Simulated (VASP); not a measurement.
A run of VASP 6.6.1:

File INCAR:

```
ALGO = Normal
EDIFF = 1E-6
ENCUT = 520
GGA = PE
ISIF = 2
ISMEAR = 0
LASPH = True
LCHARG = False
LREAL = False
LWAVE = False
NBANDS = 35
NELM = 100
PREC = Accurate
SIGMA = 0.1
```

KPOINTS

```
k-points
0
Gamma
  12 12 4
```

POSCAR

```
Sn2TeO3
1.0
    3.2743402217      0.0000000000      0.0000000000
   -1.6371701109      2.8356618126      0.0000000000
    0.0000000000      0.0000000000     14.9848373435
Sn Te O
2 1 3
Direct
    0.0000000000      0.0000000000      0.0397760365
    0.0000000000      0.0000000000      0.4443655794
    0.3333333333      0.6666666667      0.6617324036
    0.3333333333      0.6666666667      0.1055863330
    0.6666666667      0.3333333333      0.9731976463
    0.6666666667      0.3333333333      0.3753420012
```

Potentials or basis: VASP PAW PBE potentials, release 64 (Sn_d, Te, O).

The run is started by

```sh
$ cat potpaw_PBE.64/Sn_d/POTCAR potpaw_PBE.64/Te/POTCAR potpaw_PBE.64/O/POTCAR > POTCAR
$ mpirun -np 1 vasp_std > vasp.out
```

Hardware: 1 thread of Oxide Virtual Turin-like Processor (shared host).

How long does it take, and how much memory?

Wall time 8.1 min on 1 thread of Oxide Virtual Turin-like Processor, with other jobs on the host, peak memory 0.41 GiB. Counts: scf iterations 17, k points 69.
